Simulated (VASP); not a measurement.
# Si5Se (P6/mmm) in VASP: notebook, part 2 of 2

VASP 6.6.1. Earlier steps stand in the parts before.

**3. Single point, PBE**

This run uses another cell than the first one, of 24.28 Å³/atom, 1.454 times its volume.

INCAR

```
PREC     = Accurate       # precision mode
ENCUT    = 520            # plane-wave cutoff, eV
EDIFF    = 1E-6           # SCF threshold, eV
ISMEAR   = 0              # smearing method
SIGMA    = 0.1            # smearing width, eV
LREAL    = False          # projectors in reciprocal space
LASPH    = True           # aspherical terms in the spheres
NELM     = 80             # most SCF steps
ALGO     = Normal         # electronic algorithm
ISIF     = 2              # what is computed and relaxed
LWAVE    = False          # write WAVECAR
LCHARG   = False          # write CHGCAR
GGA      = PE             # functional
NBANDS   = 22             # bands
```

KPOINTS

```
Automatic mesh
0
Gamma
  6 6 6
```

POSCAR

```
Si5Se
1.0
    8.2530257176      0.0000000000      0.0000000000
   -4.1265128588      7.1473299295      0.0000000000
    0.0000000000      0.0000000000      2.4695488526
Si Se
5 1
Direct
    0.5000000000      0.0000000000      0.5000000000
    0.0000000000      0.5000000000      0.5000000000
    0.5000000000      0.5000000000      0.5000000000
    0.3333333333      0.6666666667      0.5000000000
    0.6666666667      0.3333333333      0.5000000000
    0.0000000000      0.0000000000      0.0000000000
```

Potentials or basis: VASP PAW PBE potentials, release 64 (Si, Se).

Command:

```sh
cat potpaw_PBE.64/Si/POTCAR potpaw_PBE.64/Se/POTCAR > POTCAR
mpirun -np 1 vasp_std > vasp.out
```

OUTCAR:

```text
PREC = Accurate
   ENCUT = 520
   EDIFF = 1E-6
   ISMEAR = 0
   LREAL = False
   LASPH = True
   NELM = 80
   ISIF = 2
   GGA = PE

 ion  position               nearest neighbor table
   1  0.500  0.000  0.500-   4 2.38   5 2.38
   2  0.000  0.500  0.500-   4 2.38   5 2.38
   3  0.500  0.500  0.500-   4 2.38   5 2.38
   4  0.333  0.667  0.500-   1 2.38   2 2.38   3 2.38
   5  0.667  0.333  0.500-   1 2.38   2 2.38   3 2.38
   6  0.000  0.000  0.000-

  LATTYP: Found a hexagonal cell.
 ALAT       =     8.2530257176
 C/A-ratio  =     0.2992295113

  Lattice vectors:

 A1 = (   8.2530257176,   0.0000000000,   0.0000000000)
 A2 = (  -4.1265128588,   7.1473299295,   0.0000000000)
 A3 = (   0.0000000000,   0.0000000000,   2.4695488526)

Analysis of symmetry for initial positions (statically):
=====================================================================
 Subroutine PRICEL returns:
 Original cell was already a primitive cell.

 Routine SETGRP: Setting up the symmetry group for a
 hexagonal supercell.

 Subroutine GETGRP returns: Found 24 space group operations
 (whereof 24 operations were pure point group operations)
 out of a pool of 24 trial point group operations.

The static configuration has the point symmetry D_6h.

Analysis of symmetry for dynamics (positions and initial velocities):
=====================================================================
 Subroutine PRICEL returns:
 Original cell was already a primitive cell.

 Routine SETGRP: Setting up the symmetry group for a
 hexagonal supercell.

 Subroutine GETGRP returns: Found 24 space group operations
 (whereof 24 operations were pure point group operations)
 out of a pool of 24 trial point group operations.

The dynamic configuration has the point symmetry D_6h.

 Subroutine INISYM returns: Found 24 space group operations
[... 125 lines left out ...]
     AMIX_MAG =   1.60;   BMIX_MAG =  1.00
  volume/ion in A,a.u.               =      24.28       163.84
  Fermi-wavevector in a.u.,A,eV,Ry     =   0.921739  1.741833 11.559535  0.849602
  Thomas-Fermi vector in A             =   2.047188
   LORBIT       =      0    0 simple, 1 ext, 2 COOP (PROOUT), +10 PAW based schemes
   GGA     = PE    functional components
   LHFCALC =     F    Hartree Fock is set to
   AEXX    =    0.0000 exact exchange contribution
   IVDW    =     0    specifies the selected vdW correction
   LEPSILON=     F    determine dielectric tensor
   LRPA    =     F    only Hartree local field effects (RPA)
 non-spin polarized calculation
 Gauss-broadening in eV      SIGMA  =   0.10
  energy-cutoff  :      520.00
  volume of cell :      145.67
 maximum number of plane-waves:      3957
 NGX is ok and might be reduce to    64
   NGX = 31   NGY = 31   NGZ =  9

 number of electron      26.0000000 magnetization

 Free energy of the ion-electron system (eV)
  ---------------------------------------------------
  ext. energy  EPLUGINS =         0.00000000
  ---------------------------------------------------
  free energy    TOTEN  =       -26.55627319 eV

  energy without entropy =      -26.53052693  energy(sigma->0) =      -26.54340006

 E-fermi :   3.5830     XC(G=0):  -8.7009

 val. band max:        3.5808291943   @ k =   0.3333   0.3333   0.3333
 cond. band min:       3.5930552229   @ k =   0.3333   0.1667   0.1667
 fundamental gap:      0.0122260286
 Fermi energy:         3.5829876088

 k-point     1 :       0.0000    0.0000    0.0000
  band No.  band energies     occupation
      1     -10.4272      2.00000
      2      -8.2962      2.00000
      3      -6.6135      2.00000
      4      -5.9705      2.00000
      5      -5.9705      2.00000
      6      -1.2858      2.00000
[... 589 lines left out ...]
     21       7.7193      0.00000
     22       8.9464      0.00000

 [... further k-points ...]

------------------------ aborting loop because EDIFF is reached ----------------------------------------

  FORCE on cell =-STRESS in cart. coord.  units (eV):
  Direction    XX          YY          ZZ          XY          YZ          ZX
  --------------------------------------------------------------------------------------
  -------------------------------------------------------------------------------------
  Total       -0.0312561     -0.0312561      0.1113718      0.0000000      0.0000000      0.0000000
  in kB       -0.3437724     -0.3437724      1.2249298      0.0000000      0.0000000      0.0000000
  external PRESSURE =       0.1791284 kB  Pullay stress =       0.0000000 kB

 VOLUME and BASIS-vectors are now :
 -----------------------------------------------------------------------------
  energy-cutoff  :      520.00
  volume of cell :      145.67
      direct lattice vectors                 reciprocal lattice vectors
     8.253025718  0.000000000  0.000000000     0.121167683  0.069956194  0.000000000
    -4.126512859  7.147329929  0.000000000     0.000000000  0.139912388  0.000000000
     0.000000000  0.000000000  2.469548853     0.000000000  0.000000000  0.404932261

 POSITION                                       TOTAL-FORCE (eV/Angst)
 -----------------------------------------------------------------------------------
      4.12651      0.00000      1.23477        -0.000000      0.000000      0.000000
     -2.06326      3.57366      1.23477        -0.000000      0.000000      0.000000
      2.06326      3.57366      1.23477        -0.000000      0.000000      0.000000
     -0.00000      4.76489      1.23477        -0.000000      0.000000      0.000000
      4.12651      2.38244      1.23477         0.000000      0.000000     -0.000000
      0.00000      0.00000      0.00000        -0.000000      0.000000      0.000000
 -----------------------------------------------------------------------------------
    total drift:                               -0.000000      0.000000      0.000000

  FREE ENERGIE OF THE ION-ELECTRON SYSTEM (eV)
  ---------------------------------------------------
  free  energy   TOTEN  =       -26.5562731907 eV

  energy  without entropy=      -26.5305269338  energy(sigma->0) =      -26.54340006
```

stdout:

```text
POSCAR found type information on POSCAR SiSe
 POSCAR found :  2 types and       6 ions
 scaLAPACK will be used
 LDA part: xc-table for (Slater+PW92), standard interpolation
 POSCAR, INCAR and KPOINTS ok, starting setup
 FFT: planning ... GRIDC
 FFT: planning ... GRID_SOFT
 FFT: planning ... GRID
 WAVECAR not read
 entering main loop
```

It took 36 s on 1 thread of Intel Xeon 6975P-C (Granite Rapids), shared host; peak memory 0.28 GiB.

What came out:

| Property | Result |
| --- | --- |
| Free energy | -26.5563 eV |
| Pressure | 0.0 GPa |
| Band gap on the k mesh | zero (band 13 reaches 4.06 eV, above the bottom of band 14 at 3.52 eV) |

Stress tensor (GPa, compression positive):
```
-0.03  0.00  0.00
 0.00 -0.03  0.00
 0.00  0.00  0.12
```

Levels at points of the mesh, in eV from the Fermi level:
```csv
k point,band 10,band 11,band 12,band 13,band 14,band 15,band 16,band 17
"(0.00, 0.00, 0.00)",-2.96,-0.84,-0.84,-0.17,0.53,0.53,3.52,3.93
"(0.50, 0.00, 0.00)",-2.50,-1.95,-1.37,-0.81,0.31,2.35,3.26,4.67
"(0.00, 0.00, 0.50)",-3.43,-0.92,-0.92,0.00,0.72,0.72,2.27,2.64
"(0.50, 0.00, 0.50)",-2.06,-2.01,-1.13,-0.81,0.77,0.84,2.17,2.47
```

Caveat: the k points lie up to 0.42 Å⁻¹ apart.

**4. Single point, PBE**

This run uses another cell than the first one, of 24.55 Å³/atom, 1.470 times its volume.

INCAR

```
PREC = Accurate ; ENCUT = 520
EDIFF = 1E-6 ; ISMEAR = 0
SIGMA = 0.1 ; LREAL = F
LASPH = T ; NELM = 80
ALGO = Normal ; ISIF = 2
LWAVE = F ; LCHARG = F
GGA = PE ; NBANDS = 22
```

KPOINTS

```
Automatic mesh
0
Gamma
  6 6 16
```

POSCAR, as its differences from that of step 3:

```diff
@@ -2,5 +2,5 @@
 1.0
-    8.2530257176      0.0000000000      0.0000000000
-   -4.1265128588      7.1473299295      0.0000000000
-    0.0000000000      0.0000000000      2.4695488526
+    8.2992841383      0.0000000000      0.0000000000
+   -4.1496420692      7.1873908970      0.0000000000
+    0.0000000000      0.0000000000      2.4698671722
 Si Se
```

Command:

```sh
cat potpaw_PBE.64/Si/POTCAR potpaw_PBE.64/Se/POTCAR > POTCAR
mpirun -np 1 vasp_std > vasp.out
```

Wall time 77 s (1 thread of Intel Xeon 6975P-C (Granite Rapids), shared host); peak memory 0.34 GiB.

It converged, with:

```
Free energy            : -26.4440 eV
Pressure               : 0.0 GPa
Band gap on the k mesh : zero (band 13 reaches 4.12 eV, above the bottom of band 14 at 3.22 eV)
```

Levels at points of the mesh, in eV from the Fermi level:
```
           k point  band 11  band 12  band 13  band 14  band 15  band 16
(0.00, 0.00, 0.00)    -0.89    -0.89    -0.18     0.48     0.48     3.41
(0.50, 0.00, 0.00)    -2.01    -1.42    -0.81     0.25     2.27     3.22
(0.00, 0.00, 0.50)    -0.88    -0.88    -0.06     0.58     0.58     2.17
(0.50, 0.00, 0.50)    -1.98    -1.15    -0.77     0.62     0.68     2.18
```

**5. Overview**

```csv
cell,k mesh,gap on the mesh (eV),pressure (GPa)
"a = 5.703, b = 5.703, c = 3.558 Å, angles 90.0, 90.0, 120.0°, 6 atoms",6 × 6 × 6,none,132.9
"a = 8.253, b = 8.253, c = 2.470 Å, angles 90.0, 90.0, 120.0°, 6 atoms",6 × 6 × 6,none,0.0
"a = 8.299, b = 8.299, c = 2.470 Å, angles 90.0, 90.0, 120.0°, 6 atoms",6 × 6 × 16,none,0.0
```

Alike in all rows: task single point; level PBE; potentials or basis VASP PAW PBE potentials, release 64 (Si, Se); no spin polarisation; cutoff (eV) 520; smearing gaussian 0.1 eV.

Caveats: some runs use coarse meshes.

Total energies depend on the potentials used, so only differences within one code and one set of settings carry meaning.
